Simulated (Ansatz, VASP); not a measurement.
## GaP: VASP beside Ansatz

```xyz
4
Lattice="2.0207 1.1667 6.1736 -2.0207 1.1667 6.1736 0.0000 -2.3333 6.1736" Properties=species:S:1:pos:R:3 pbc="T T T"
Ga    0.0000    0.0000    8.0634
Ga    0.0000    0.0000   10.4573
P     0.0000    0.0000    1.0629
P     0.0000    0.0000   17.4578
```

Change from the starting cell: strain +0.040 along x and y, -0.040 along z, atoms carried along.

Alike in both runs: task single point; functional LDA; k mesh 12 × 12 × 12; occupations gaussian, width 0.05 eV; no spin polarisation.

|  | VASP | Ansatz |
| --- | --- | --- |
| version | VASP 6.6.1 | Ansatz 0.2.0 |
| potentials or method | VASP PAW LDA potentials, release 64 (Ga_d, P), cutoff 520 eV | scalar-relativistic, plane waves, PAW |
| valence electrons in the cell | 36 | 36 |

VASP gave:

```
gap on the k mesh at the Fermi level (eV)                     : 0.26
least direct gap on the mesh (eV)                             : 0.33
pressure (GPa)                                                : -5.4
traceless stress, the component that is largest in VASP (GPa) : 9.11
rms of the force components (eV/Å)                            : 0.466
```

Q: Estimate Ansatz's values.

A: gap on the k mesh at the Fermi level (eV): 0.25; least direct gap on the mesh (eV): 0.32; pressure (GPa): -5.4; traceless stress, the component that is largest in VASP (GPa): 9.15; rms of the force components (eV/Å): 0.483.

LDA's correlation is that of Perdew and Zunger in VASP and of Perdew and Wang (1992) in Ansatz. Atom by atom the forces differ by 0.019 eV/Å (rms over components).
